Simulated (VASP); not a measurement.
**BN (pbe): single point with PBE**

Crystal: BN (pbe).

```xyz
4
Lattice="2.5158 0.0000 0.0000 -1.2579 2.1787 0.0000 0.0000 0.0000 4.2312" Properties=species:S:1:pos:R:3 pbc="T T T"
B     0.0000    1.4525   -0.0005
B     1.2579    0.7262    2.1152
N     0.0000    1.4525    1.5829
N     1.2579    0.7262    3.6985
```

```
Program                : VASP 6.6.1
Task                   : single point
Functional             : PBE
Potentials or basis    : VASP PAW PBE potentials, release 64 (B, N)
Cutoff                 : 520 eV
k mesh                 : 9 × 9 × 6
Occupations            : gaussian, width 0.01 eV
Spin                   : no spin polarisation
Dipole correction      : no
Further INCAR settings : ALGO = Normal; EDIFF = 1e-07; NBANDS = 16
```

* Pressure: 11.8 GPa
* Largest force: 0.009 eV/Å
* Band gap on the k mesh: 5.08 eV, indirect (least direct gap 8.17 eV)

Forces in eV/Å, atoms in the order of the input:
```
B    0.000  0.000  0.009
B    0.000  0.000  0.009
N    0.000  0.000 -0.009
N    0.000  0.000 -0.009
```

Stress tensor (GPa, compression positive):
```
17.43  0.00  0.00
 0.00 17.43  0.00
 0.00  0.00  0.42
```

Levels at points of the mesh, in eV from the valence-band top:
```tsv
k point	band 5	band 6	band 7	band 8	band 9	band 10	band 11	band 12
(0.00, 0.00, 0.00)	-2.05	-0.37	0.00	0.00	8.17	8.59	8.59	10.09
(0.00, 0.00, 0.50)	-1.13	-1.13	-1.13	-1.13	9.88	9.88	10.13	10.13
```

Wall time 7.1 s on 1 thread of Intel(R) Xeon(R) 6975P-C (Granite Rapids), on a shared host, peak memory 0.13 GiB.

A k mesh can miss the band edges. Expect the measured gap to be larger: semilocal functionals such as PBE lack the derivative discontinuity.
